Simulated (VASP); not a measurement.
A run of VASP 6.6.1:

The input INCAR:

```
PREC = Accurate
ENCUT = 520
EDIFF = 1E-6
ISMEAR = -5
SIGMA = 0.1
LREAL = False
LASPH = True
NELM = 150
ALGO = Normal
ISIF = 2
LWAVE = False
LCHARG = False
ISPIN = 2
MAGMOM = 0 0.65 0.65 0.65 0.65 0.65
LORBIT = 11
GGA = PE
NBANDS = 34
```

File KPOINTS:

```
regular mesh
0
Gamma
  10 10 10
```

The input POSCAR:

```
InO5
1.0
    0.0000000000      3.0765148836      3.0765148836
    3.0765148836      0.0000000000      3.0765148836
    3.0765148836      3.0765148836      0.0000000000
In O
1 5
Direct
    0.0000000000      0.0000000000      0.0000000000
    0.3755872565      0.8732382304      0.3755872565
    0.3755872565      0.3755872565      0.8732382304
    0.3755872565      0.3755872565      0.3755872565
    0.8732382304      0.3755872565      0.3755872565
    0.7500000000      0.7500000000      0.7500000000
```

Potentials or basis: VASP PAW PBE potentials, release 64 (In_d, O).

Run with:

```console
$ cat potpaw_PBE.64/In_d/POTCAR potpaw_PBE.64/O/POTCAR > POTCAR
$ mpirun -np 1 vasp_std > vasp.out
```

Hardware: 1 thread of AMD EPYC 7R13, with other jobs on the host.

Q: Estimate the wall time of this run.

A: Wall time 6.8 min on 1 thread of AMD EPYC 7R13, on a shared host, peak memory 0.26 GiB. Counts: scf iterations 22, k points 47.
